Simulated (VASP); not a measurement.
# Pd (Fm-3m) in VASP: a series of runs

The runs below take Pd through single point, with LDA.

Program: VASP 6.6.1. These are calculated values, not measurements. Logs are shortened: lines on timing, memory, paths and dates and some standing lists are left out, and cuts for length are marked.

**1. The cell of the first run**

It takes space group Fm-3m (No. 225, cubic). The conventional cell has a = 3.842 Å, b = 3.842 Å, c = 3.842 Å, α = 90.00°, β = 90.00°, γ = 90.00°. Pd (site symmetry m-3m) has 12 Pd at 2.72 Å within 3.6 Å.

**2. Single point, LDA**

Contents of INCAR:

```
PREC = Accurate ; ENCUT = 520
EDIFF = 1E-6 ; ISMEAR = 1
SIGMA = 0.2 ; LREAL = False
LASPH = True ; NELM = 60
ALGO = Normal ; ISIF = 2
LWAVE = False ; LCHARG = True
GGA = CA ; LELF = True
LVHAR = True ; NBANDS = 11
```

Contents of KPOINTS:

```
regular mesh
0
Gamma
  14 14 14
```

Contents of POSCAR:

```
Pd
1.0
    0.0000000000      1.9211411165      1.9211411165
    1.9211411165      0.0000000000      1.9211411165
    1.9211411165      1.9211411165      0.0000000000
Pd
1
Direct
    0.0000000000      0.0000000000      0.0000000000
```

Potentials or basis: VASP PAW LDA potentials, release 64 (Pd).

The run is started by

```console
$ cat potpaw_LDA.64/Pd/POTCAR > POTCAR
$ mpirun -np 1 vasp_std > vasp.out
```

OUTCAR:

```text
PREC = Accurate
   ENCUT = 520
   EDIFF = 1E-6
   ISMEAR = 1
   LREAL = False
   LASPH = True
   NELM = 60
   ISIF = 2
   GGA = CA

 ion  position               nearest neighbor table
   1  0.000  0.000  0.000-

  LATTYP: Found a face centered cubic cell.
 ALAT       =     3.8422822330

  Lattice vectors:

 A1 = (   0.0000000000,   1.9211411165,   1.9211411165)
 A2 = (   1.9211411165,   0.0000000000,   1.9211411165)
 A3 = (   1.9211411165,   1.9211411165,   0.0000000000)

Analysis of symmetry for initial positions (statically):
[... 33 lines left out ...]
                                     Primitive cell

  volume of cell :      14.1810

  direct lattice vectors                    reciprocal lattice vectors
     0.000000000  1.921141117  1.921141117    -0.260261985  0.260261985  0.260261985
     1.921141117  0.000000000  1.921141117     0.260261985 -0.260261985  0.260261985
     1.921141117  1.921141117  0.000000000     0.260261985  0.260261985 -0.260261985

  length of vectors
     2.716903822  2.716903822  2.716903822     0.450786981  0.450786981  0.450786981

  position of ions in fractional coordinates (direct lattice)
     0.000000000  0.000000000  0.000000000

  ion indices of the primitive-cell ions
   primitive index   ion index
                 1           1

----------------------------------------------------------------------------------------

 KPOINTS: regular mesh

Automatic generation of k-mesh.
 Grid dimensions read from file:
 generate k-points for:   14   14   14

 Generating k-lattice:

  Cartesian coordinates                     Fractional coordinates (reciprocal lattice)
    -0.018590142  0.018590142  0.018590142     0.071428571  0.000000000  0.000000000
     0.018590142 -0.018590142  0.018590142     0.000000000  0.071428571  0.000000000
     0.018590142  0.018590142 -0.018590142     0.000000000  0.000000000  0.071428571

  Length of vectors
     0.032199070  0.032199070  0.032199070

  Shift w.r.t. Gamma in fractional coordinates (k-lattice)
     0.000000000  0.000000000  0.000000000

 Subroutine IBZKPT returns following result:
 ===========================================

 Found    104 irreducible k-points:

 Following reciprocal coordinates:
            Coordinates               Weight
  0.000000  0.000000  0.000000      1.000000
  0.071429  0.000000  0.000000      8.000000
  0.142857  0.000000  0.000000      8.000000
  0.214286  0.000000  0.000000      8.000000
  0.285714  0.000000  0.000000      8.000000
  0.357143  0.000000  0.000000      8.000000
[... 16 lines left out ...]
  0.214286  0.142857  0.000000     24.000000
  0.285714  0.142857  0.000000     24.000000
 [... further k-points ...]
   k-points           NKPTS =    104   k-points in BZ     NKDIM =    104   number of bands    NBANDS=     11
   number of dos      NEDOS =    301   number of ions     NIONS =      1
   total plane-waves  NPLWV =   8000
   dimension x,y,z NGX =    20 NGY =   20 NGZ =   20
   dimension x,y,z NGXF=    40 NGYF=   40 NGZF=   40
   ions per type =               1
   NGX,Y,Z   is equivalent  to a cutoff of  12.24, 12.24, 12.24 a.u.
   NGXF,Y,Z  is equivalent  to a cutoff of  24.48, 24.48, 24.48 a.u.
 SYSTEM =  unknown system
   PREC   = accura    normal or accurate (medium, high low for compatibility)
   ISTART =      0    job   : 0-new  1-cont  2-samecut
   ICHARG =      2    charge: 1-file 2-atom 10-const
   ISPIN  =      1    spin polarized calculation?
   LNONCOLLINEAR =      F non collinear calculations
   LSORBIT =      F    spin-orbit coupling
   LASPH  =      T    aspherical Exc in radial PAW
   ENCUT  =  520.0 eV  38.22 Ry    6.18 a.u.   5.05  5.05  5.05*2*pi/ulx,y,z
   NELM   =     60;   NELMIN=  2; NELMDL= -5     # of ELM steps
   EDIFF  = 0.1E-05   stopping-criterion for ELM
   LREAL  =      F    real-space projection
   EDIFFG = 0.1E-04   stopping-criterion for IOM
   NSW    =      0    number of steps for IOM
   IBRION =     -1    ionic relax: 0-MD 1-quasi-New 2-CG
   NFREE  =      0    steps in history (QN), initial steepest desc. (CG)
   ISIF   =      2    stress and relaxation
   ISYM   =      2    0-nonsym 1-usesym 2-fastsym
   POTIM  = 0.5000    time-step for ionic-motion
   TEBEG  =    0.0;   TEEND  =   0.0 temperature during run
   PSTRESS=    0.0 pullay stress
   NELECT =      10.0000    total number of electrons
   NUPDOWN=      -1.0000    fix difference up-down
   EMIN   =  10.00;   EMAX   =-10.00  energy-range for DOS
   EFERMI =   0.00;   METHOD = LEGACY
   ISMEAR =     1;   SIGMA  =   0.20  broadening in eV -4-tet -1-fermi 0-gaus
   EFERMI_NEDOS =   21; number of points for ismear=-14 and -15
   IALGO  =     38    algorithm
   IMIX   =      4    mixing-type and parameters
     AMIX     =   0.40;   BMIX     =  1.00
     AMIX_MAG =   1.60;   BMIX_MAG =  1.00
  volume/ion in A,a.u.               =      14.18        95.70
  Fermi-wavevector in a.u.,A,eV,Ry     =   1.457154  2.753622 28.889235  2.123299
  Thomas-Fermi vector in A             =   2.573989
   LORBIT       =      0    0 simple, 1 ext, 2 COOP (PROOUT), +10 PAW based schemes
   GGA     = CA    functional components
   LHFCALC =     F    Hartree Fock is set to
   AEXX    =    0.0000 exact exchange contribution
   IVDW    =     0    specifies the selected vdW correction
   LEPSILON=     F    determine dielectric tensor
   LRPA    =     F    only Hartree local field effects (RPA)
 non-spin polarized calculation
 Methfessel and Paxton  Order N= 1 SIGMA  =   0.20
  energy-cutoff  :      520.00
  volume of cell :       14.18
 maximum number of plane-waves:       392
   NGX = 11   NGY = 11   NGZ = 11

 number of electron      10.0000005 magnetization

 Free energy of the ion-electron system (eV)
  ---------------------------------------------------
  ext. energy  EPLUGINS =         0.00000000
  ---------------------------------------------------
  free energy    TOTEN  =        -6.48555527 eV

  energy without entropy =       -6.47659503  energy(sigma->0) =       -6.48256853

 E-fermi :  10.2739     XC(G=0): -13.7596

 val. band max:       10.2729825355   @ k =   0.5000   0.0714   0.0000
 cond. band min:      10.2739302199   @ k =   0.3571   0.2857   0.0000
 fundamental gap:      0.0009476845
 Fermi energy:        10.2738855249

 k-point     1 :       0.0000    0.0000    0.0000
  band No.  band energies     occupation
      1       2.7344      2.00000
      2       7.2205      2.00000
      3       7.2205      2.00000
      4       7.2205      2.00000
      5       8.9760      2.00000
      6       8.9760      2.00000
      7      27.4197      0.00000
      8      32.3674      0.00000
      9      32.3674      0.00000
     10      32.3674      0.00000
     11      35.8955      0.00000

 k-point     2 :       0.0714    0.0000    0.0000
  band No.  band energies     occupation
      1       2.9260      2.00000
      2       7.1503      2.00000
      3       7.2886      2.00000
      4       7.2886      2.00000
      5       8.9429      2.00000
      6       8.9429      2.00000
      7      27.6384      0.00000
      8      31.2235      0.00000
      9      32.6032      0.00000
     10      32.6032      0.00000
     11      35.9221      0.00000

 k-point     3 :       0.1429    0.0000    0.0000
  band No.  band energies     occupation
      1       3.4612      2.00000
      2       7.0014      2.00000
      3       7.4466      2.00000
      4       7.4466      2.00000
      5       8.8957      2.00000
      6       8.8957      2.00000
      7      27.9894      0.00000
      8      29.2062      0.00000
      9      33.2522      0.00000
     10      33.2522      0.00000
     11      35.9301      0.00000

 k-point     4 :       0.2143    0.0000    0.0000
  band No.  band energies     occupation
      1       4.1689      2.00000
      2       6.9934      2.00000
      3       7.5501      2.00000
      4       7.5501      2.00000
      5       8.9877      2.00000
      6       8.9877      2.00000
      7      26.3368      0.00000
      8      28.7176      0.00000
      9      34.0795      0.00000
     10      34.0795      0.00000
     11      35.9458      0.00000

 k-point     5 :       0.2857    0.0000    0.0000
  band No.  band energies     occupation
      1       4.6473      2.00000
      2       7.4889      2.00000
      3       7.4889      2.00000
      4       7.5593      2.00000
      5       9.3195      2.00000
      6       9.3195      2.00000
      7      23.7687      0.00000
      8      28.2887      0.00000
      9      34.1775      0.00000
     10      34.1775      0.00000
     11      35.9987      0.00000
[... 211 lines left out ...]
 k-point    21 :      -0.0714    0.0714    0.0000
  band No.  band energies     occupation
      1       3.2347      2.00000
      2       7.0175      2.00000
      3       7.3837      2.00000
      4       7.4293      2.00000
      5       8.7881      2.00000
      6       9.0169      2.00000
      7      27.9481      0.00000
      8      30.1933      0.00000
      9      32.1502      0.00000
     10      33.3707      0.00000
     11      35.9303      0.00000

 k-point    22 :       0.1429    0.1429    0.0000
  band No.  band energies     occupation
      1       3.7060      2.00000
      2       6.6841      2.00000
      3       7.6928      2.00000
      4       7.6928      2.00000
      5       8.4501      2.00000
      6       9.1980      2.00000
      7      28.5536      0.00000
      8      30.3198      0.00000
      9      31.5279      0.00000
     10      31.5279      0.00000
     11      35.9046      0.00000

 k-point    23 :       0.2143    0.1429    0.0000
  band No.  band energies     occupation
      1       4.2707      2.00000
      2       6.4588      2.00000
      3       7.8011      2.00000
      4       7.9115      2.00000
      5       8.4625      2.00000
      6       9.3277      2.00000
      7      28.3578      0.00000
      8      29.2389      0.00000
      9      30.9619      0.00000
     10      31.8375      0.00000
     11      35.8386      0.00000

 k-point    24 :       0.2857    0.1429    0.0000
  band No.  band energies     occupation
      1       4.8965      2.00000
      2       6.3984      2.00000
      3       7.5496      2.00000
      4       7.9993      2.00000
      5       9.1059      2.00000
      6       9.5847      2.00001
      7      25.9270      0.00000
      8      29.0809      0.00000
      9      30.4368      0.00000
     10      32.2606      0.00000
     11      35.8236      0.00000

 [... further k-points ...]
[... 5 lines left out ...]
  --------------------------------------------------------------------------------------
  -------------------------------------------------------------------------------------
  Total       -0.0093604     -0.0093604     -0.0093604      0.0000000      0.0000000      0.0000000
  in kB       -1.0575359     -1.0575359     -1.0575359      0.0000000      0.0000000      0.0000000
  external PRESSURE =      -1.0575359 kB  Pullay stress =       0.0000000 kB

 VOLUME and BASIS-vectors are now :
 -----------------------------------------------------------------------------
  energy-cutoff  :      520.00
  volume of cell :       14.18
      direct lattice vectors                 reciprocal lattice vectors
     0.000000000  1.921141117  1.921141117    -0.260261985  0.260261985  0.260261985
     1.921141117  0.000000000  1.921141117     0.260261985 -0.260261985  0.260261985
     1.921141117  1.921141117  0.000000000     0.260261985  0.260261985 -0.260261985

 POSITION                                       TOTAL-FORCE (eV/Angst)
 -----------------------------------------------------------------------------------
      0.00000      0.00000      0.00000        -0.000000      0.000000      0.000000
 -----------------------------------------------------------------------------------
    total drift:                                0.000000     -0.000000      0.000000

  FREE ENERGIE OF THE ION-ELECTRON SYSTEM (eV)
  ---------------------------------------------------
  free  energy   TOTEN  =        -6.4855552729 eV

  energy  without entropy=       -6.4765950334  energy(sigma->0) =       -6.48256853
```

Wall time 11 s (1 thread of Intel Xeon Platinum 8259CL at 2.50GHz (Skylake/Cascade Lake), shared host); peak memory 0.12 GiB.

What came out:

* Free energy: -6.4856 eV
* Pressure: -0.1 GPa
* Band gap on the k mesh: zero (band 5 reaches 10.60 eV, above the bottom of band 6 at 8.90 eV)

(Part 1 of 2 ends here.)
